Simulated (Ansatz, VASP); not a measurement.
**BN: VASP beside Ansatz**

POSCAR

```
BN
1.0
    0.0000000000      1.7466500000      1.7466500000
    1.7466500000      0.0000000000      1.7466500000
    1.7466500000      1.7466500000      0.0000000000
B N
1 1
Direct
    0.0000000000      0.0000000000      0.0000000000
    0.2720000000      0.2500000000      0.2360000000
```

The input INCAR.step1:

```
SYSTEM = BN
ALGO = Normal
EDIFF = 1E-5
ENCUT = 520
GGA = PE
GGA_COMPAT = .FALSE.
ISIF = 2
ISMEAR = 0
LASPH = .TRUE.
LCHARG = .FALSE.
LREAL = .FALSE.
LWAVE = .TRUE.
NBANDS = 11
NELM = 120
PREC = Accurate
SIGMA = 0.01
```

File INCAR.step2:

```
SYSTEM = BN
AEXX = 1.0
AGGAC = 0.0
ALDAC = 0.0
ALGO = Normal
EDIFF = 1E-6
ENCUT = 520
GGA = PE
GGA_COMPAT = .FALSE.
ISIF = 2
ISMEAR = 0
ISTART = 1
LASPH = .TRUE.
LCHARG = .FALSE.
LHFCALC = .TRUE.
LREAL = .FALSE.
LWAVE = .FALSE.
NBANDS = 11
NELM = 120
PREC = Accurate
PRECFOCK = Normal
SIGMA = 0.01
```

File KPOINTS:

```
k-points
0
G
  2 2 2
  0 0 0
```

Input for Ansatz:

```yaml
crystal:
  lattice:
    - [0.0, 1.74665, 1.74665]
    - [1.74665, 0.0, 1.74665]
    - [1.74665, 1.74665, 0.0]
  atoms:
    - { symbol: B, position: [0, 0, 0] }
    - { symbol: "N", position: [0.272, 0.25, 0.236] }
basis:
  precision: f64
  xc_grid: 2
kpoints:
  mp_grid: { grid: [2, 2, 2], shift: [0, 0, 0] }
hamiltonian:
  xc: hf
  dispersion: none
  pseudopotentials: { kind: all_electron, nuclear_model: gaussian }
magnetization:
  spin_polarized: false
scf:
  lower_state_search: "off"
  max_iter: 200
  occupations: { method: fixed }
  convergence: { dr2_threshold: "1e-10 eV" }
  exx: { energy_threshold: "3e-8 eV" }
output:
  forces: true
  stress: true
  eigenvalues: true
```

Alike in both runs: task single point; functional HF; k mesh 2 × 2 × 2; no spin polarisation.

|  | VASP | Ansatz |
| --- | --- | --- |
| version | VASP 6.6.1 | Ansatz 0.2.0-dev |
| potentials or method | VASP PAW PBE potentials, release 64 (B, N), cutoff 520 eV | all-electron datasets in plane waves (scalar-relativistic |
| occupations | gaussian, width 0.01 eV | fixed |

|  | VASP | Ansatz | Ansatz less VASP |
| --- | --- | --- | --- |
| gap on the k mesh at the Fermi level (eV) | 15.34 | 14.51 | -0.831 |
| rms of the force components (eV/Å) | 1.098 | 1.104 | +0.0058 |

VASP's potentials were made for PBE, not for HF. Atom by atom the forces differ by 0.006 eV/Å (rms over components). Ansatz ran all-electron here, and VASP with PAW potentials.

The k mesh is coarse, so the values compare programs but aren't converged. Noted on VASP's run: the cell as given lies far from equilibrium.
